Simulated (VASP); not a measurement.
# VMoS4 (P-6m2) in VASP: single point with PBE

Aim: the single point of VMoS4 with PBE.

Program: VASP 6.6.1. These are calculated values, not measurements. Logs are shortened: lines on timing, memory, paths and dates and some standing lists are left out, and cuts for length are marked.

## (1) The cell of the first run

The structure is hexagonal, space group P-6m2 (No. 187). The conventional cell has a = 3.177 Å, b = 3.177 Å, c = 14.899 Å, α = 90.00°, β = 90.00°, γ = 120.00°. Within 3.2 Å of V (site symmetry -6m2) lie 6 S at 2.36 Å and 6 V at 3.18 Å. Within 3.2 Å of Mo (site symmetry -6m2) lie 6 S at 2.41 Å and 6 Mo at 3.18 Å. S (site symmetry 3m) has 3 Mo at 2.41 Å and 7 S at 3.13 to 3.18 Å within 3.2 Å. S (site symmetry 3m) has 3 V at 2.36 Å and 7 S at 2.96 to 3.18 Å within 3.2 Å.

## (2) Single point, PBE

Input file POSCAR:

```
VMoS4
1.0
    3.1769696504      0.0000000000      0.0000000000
   -1.5884848252      2.7513364243      0.0000000000
    0.0000000000      0.0000000000     14.8992977087
V Mo S
1 1 4
Direct
    0.0000000000      0.0000000000      0.5000000000
    0.0000000000      0.0000000000      0.0000000000
    0.3333333333      0.6666666667      0.1050322651
    0.3333333333      0.6666666667      0.5993367859
    0.3333333333      0.6666666667      0.4006632141
    0.3333333333      0.6666666667      0.8949677349
```

Input file INCAR.step1:

```
SYSTEM = VMoS4
  ALGO = Normal
  EDIFF = 1E-7
  ENCUT = 520
  GGA = PE
  ISIF = 2
  ISMEAR = 0
  LASPH = .TRUE.
  LCHARG = .TRUE.
  LMAXMIX = 4
  LREAL = .FALSE.
  LWAVE = .FALSE.
  NBANDS = 34
  NELM = 100
  PREC = Accurate
  SIGMA = 0.1
```

Input file KPOINTS.step1:

```
k-points
0
G
  12 12 4
  0 0 0
```

Input file INCAR.step2:

```
SYSTEM = VMoS4
  ALGO = Normal
  EDIFF = 1E-7
  ENCUT = 520
  GGA = PE
  ICHARG = 11
  ISIF = 2
  ISMEAR = -5
  LASPH = .TRUE.
  LCHARG = .FALSE.
  LMAXMIX = 4
  LORBIT = 11
  LREAL = .FALSE.
  LWAVE = .FALSE.
  NBANDS = 34
  NEDOS = 2001
  NELM = 100
  PREC = Accurate
  SIGMA = 0.1
```

Input file KPOINTS.step2:

```
k-points
0
G
  18 18 6
  0 0 0
```

Potentials or basis: VASP PAW PBE potentials, release 64 (V_sv, Mo_sv, S).

Run with:

```sh
cat potpaw_PBE.64/V_sv/POTCAR potpaw_PBE.64/Mo_sv/POTCAR potpaw_PBE.64/S/POTCAR > POTCAR
cp INCAR.step1 INCAR
cp KPOINTS.step1 KPOINTS
mpirun -np 1 vasp_std > vasp.out
cp INCAR.step2 INCAR
cp KPOINTS.step2 KPOINTS
mpirun -np 1 vasp_std > vasp.out
```

OUTCAR:

```text
SYSTEM = VMoS4
   EDIFF = 1E-7
   ENCUT = 520
   GGA = PE
   ICHARG = 11
   ISIF = 2
   ISMEAR = -5
   LASPH = .TRUE.
   LORBIT = 11
   LREAL = .FALSE.
   NELM = 100
   PREC = Accurate

 ion  position               nearest neighbor table
   1  0.000  0.000  0.500-   4 2.36   5 2.36   4 2.36   5 2.36   4 2.36   5 2.36
   2  0.000  0.000  0.000-   3 2.41   6 2.41   3 2.41   6 2.41   3 2.41   6 2.41
   3  0.333  0.667  0.105-   2 2.41   2 2.41   2 2.41
   4  0.333  0.667  0.599-   1 2.36   1 2.36   1 2.36
   5  0.333  0.667  0.401-   1 2.36   1 2.36   1 2.36
   6  0.333  0.667  0.895-   2 2.41   2 2.41   2 2.41

  LATTYP: Found a hexagonal cell.
 ALAT       =     3.1769696504
 C/A-ratio  =     4.6897828271

  Lattice vectors:

 A1 = (   3.1769696504,   0.0000000000,   0.0000000000)
 A2 = (  -1.5884848252,   2.7513364243,   0.0000000000)
 A3 = (   0.0000000000,   0.0000000000,  14.8992977087)

Analysis of symmetry for initial positions (statically):
=====================================================================
 Subroutine PRICEL returns:
 Original cell was already a primitive cell.

 Routine SETGRP: Setting up the symmetry group for a
 hexagonal supercell.

 Subroutine GETGRP returns: Found 12 space group operations
 (whereof 12 operations were pure point group operations)
 out of a pool of 24 trial point group operations.

The static configuration has the point symmetry D_3h.

Analysis of symmetry for dynamics (positions and initial velocities):
=====================================================================
 Subroutine PRICEL returns:
 Original cell was already a primitive cell.

 Routine SETGRP: Setting up the symmetry group for a
 hexagonal supercell.

 Subroutine GETGRP returns: Found 12 space group operations
 (whereof 12 operations were pure point group operations)
 out of a pool of 24 trial point group operations.

The dynamic configuration has the point symmetry D_3h.

 Subroutine INISYM returns: Found 12 space group operations
 (whereof 12 operations are pure point group operations),
 and found     1 'primitive' translations

----------------------------------------------------------------------------------------

                                     Primitive cell

  volume of cell :     130.2335

[... 109 lines left out ...]
   NELECT =      51.0000    total number of electrons
   NUPDOWN=      -1.0000    fix difference up-down
   EMIN   =  10.00;   EMAX   =-10.00  energy-range for DOS
   EFERMI =   0.00;   METHOD = LEGACY
   ISMEAR =    -5;   SIGMA  =   0.10  broadening in eV -4-tet -1-fermi 0-gaus
   EFERMI_NEDOS =   21; number of points for ismear=-14 and -15
   IALGO  =     38    algorithm
   IMIX   =      4    mixing-type and parameters
     AMIX     =   0.40;   BMIX     =  1.00
     AMIX_MAG =   1.60;   BMIX_MAG =  1.00
  volume/ion in A,a.u.               =      21.71       146.48
  Fermi-wavevector in a.u.,A,eV,Ry     =   1.197726  2.263373 19.518195  1.434547
  Thomas-Fermi vector in A             =   2.333633
   LORBIT       =     11    0 simple, 1 ext, 2 COOP (PROOUT), +10 PAW based schemes
   GGA     = PE    functional components
   LHFCALC =     F    Hartree Fock is set to
   AEXX    =    0.0000 exact exchange contribution
   IVDW    =     0    specifies the selected vdW correction
   LEPSILON=     F    determine dielectric tensor
   LRPA    =     F    only Hartree local field effects (RPA)
 non-spin polarized calculation
 Fermi weights with tetrahedron method with Bloechl corrections
  energy-cutoff  :      520.00
  volume of cell :      130.23
 maximum number of plane-waves:      3538
 NGX is ok and might be reduce to    24

 number of electron      51.0000004 magnetization

 Free energy of the ion-electron system (eV)
  ---------------------------------------------------
  ext. energy  EPLUGINS =         0.00000000
  ---------------------------------------------------
  free energy    TOTEN  =       -41.69441977 eV

  energy without entropy =      -41.69441977  energy(sigma->0) =      -41.69441977

 E-fermi :   4.0559     XC(G=0):  -9.2046

 val. band max:        4.0387692538   @ k =   0.3889   0.1111   0.5000
 cond. band min:       4.0633507165   @ k =   0.2222   0.0556   0.0000
 fundamental gap:      0.0245814627
 Fermi energy:         4.0558835910

 k-point     1 :       0.0000    0.0000    0.0000
  band No.  band energies     occupation
      1     -60.2386      2.00000
      2     -56.8906      2.00000
      3     -34.0484      2.00000
      4     -34.0354      2.00000
      5     -34.0354      2.00000
      6     -31.0341      2.00000
[... 877 lines left out ...]
     33       7.7143      0.00000
     34       8.2326      0.00000

 [... further k-points ...]

------------------------ aborting loop because EDIFF is reached ----------------------------------------

  FORCE on cell =-STRESS in cart. coord.  units (eV):
  Direction    XX          YY          ZZ          XY          YZ          ZX
  --------------------------------------------------------------------------------------
  -------------------------------------------------------------------------------------
  Total       -0.1759595     -0.1759595     -0.1633261      0.0000000     -0.0000000      0.0000000
  in kB       -2.1647152     -2.1647152     -2.0092946      0.0000000     -0.0000000      0.0000000
  external PRESSURE =      -2.1129083 kB  Pullay stress =       0.0000000 kB

 VOLUME and BASIS-vectors are now :
 -----------------------------------------------------------------------------
  energy-cutoff  :      520.00
  volume of cell :      130.23
      direct lattice vectors                 reciprocal lattice vectors
     3.176969650  0.000000000  0.000000000     0.314765361  0.181729866  0.000000000
    -1.588484825  2.751336424  0.000000000     0.000000000  0.363459732  0.000000000
     0.000000000  0.000000000 14.899297709     0.000000000  0.000000000  0.067117257

 POSITION                                       TOTAL-FORCE (eV/Angst)
 -----------------------------------------------------------------------------------
      0.00000      0.00000      7.44965         0.000000      0.000000      0.000000
      0.00000      0.00000      0.00000        -0.000000     -0.000000      0.000000
     -0.00000      1.83422      1.56491         0.000000     -0.000000     -0.008848
     -0.00000      1.83422      8.92970        -0.000000     -0.000000      0.006302
     -0.00000      1.83422      5.96960        -0.000000     -0.000000     -0.006302
     -0.00000      1.83422     13.33439         0.000000     -0.000000      0.008848
 -----------------------------------------------------------------------------------
    total drift:                                0.000172     -0.000099      0.000000

  FREE ENERGIE OF THE ION-ELECTRON SYSTEM (eV)
  ---------------------------------------------------
  free  energy   TOTEN  =       -41.6944197690 eV

  energy  without entropy=      -41.6944197690  energy(sigma->0) =      -41.69441977

 total charge

# of ion       s       p       d       tot
------------------------------------------
    1        2.248   6.249   3.044  11.541
    2        2.289   6.218   3.936  12.443
    3        1.363   2.337   0.000   3.701
    4        1.364   2.335   0.000   3.700
    5        1.364   2.335   0.000   3.700
    6        1.363   2.337   0.000   3.701
--------------------------------------------------
tot          9.993  21.812   6.980  38.785
```

OSZICAR.step1:

```text
N       E                     dE             d eps       ncg     rms          rms(c)
DAV:   1     0.471343396920E+03    0.47134E+03   -0.26245E+04  4332   0.139E+03
DAV:   2    -0.130678160143E+02   -0.48441E+03   -0.46621E+03  4554   0.377E+02
DAV:   3    -0.459532531588E+02   -0.32885E+02   -0.32006E+02  4792   0.912E+01
DAV:   4    -0.468529011695E+02   -0.89965E+00   -0.89311E+00  4760   0.147E+01
[... 15 lines left out ...]
DAV:  20    -0.417027013974E+02   -0.74477E-06   -0.21631E-05  4098   0.314E-02    0.141E-02
DAV:  21    -0.417027011894E+02    0.20798E-06   -0.61748E-06  4104   0.198E-02    0.702E-03
DAV:  22    -0.417027010584E+02    0.13101E-06   -0.15020E-06  3840   0.569E-03    0.568E-03
DAV:  23    -0.417027007615E+02    0.29686E-06   -0.34272E-07  3482   0.399E-03    0.301E-03
DAV:  24    -0.417027006787E+02    0.82862E-07   -0.17439E-07  3304   0.259E-03
   1 F= -.41702701E+02 E0= -.41694396E+02  d E =-.166102E-01
```

Wall time 7.7 min (1 thread of Intel Xeon Platinum 8488C (Sapphire Rapids), shared host); peak memory 0.66 GiB.

Results:

| Item | Value |
| --- | --- |
| Valence electrons inside the program's atomic spheres | V 11.54; Mo 12.44; S 3.70 |

Caveat: this functional lacks dispersion, which binds layers or chains, so the pressure and a relaxed spacing across them are unreliable; an odd number of electrons without spin polarisation forces a metal; a magnetic or distorted state may lie lower; the run has no spin polarisation, though such a crystal can be magnetic.
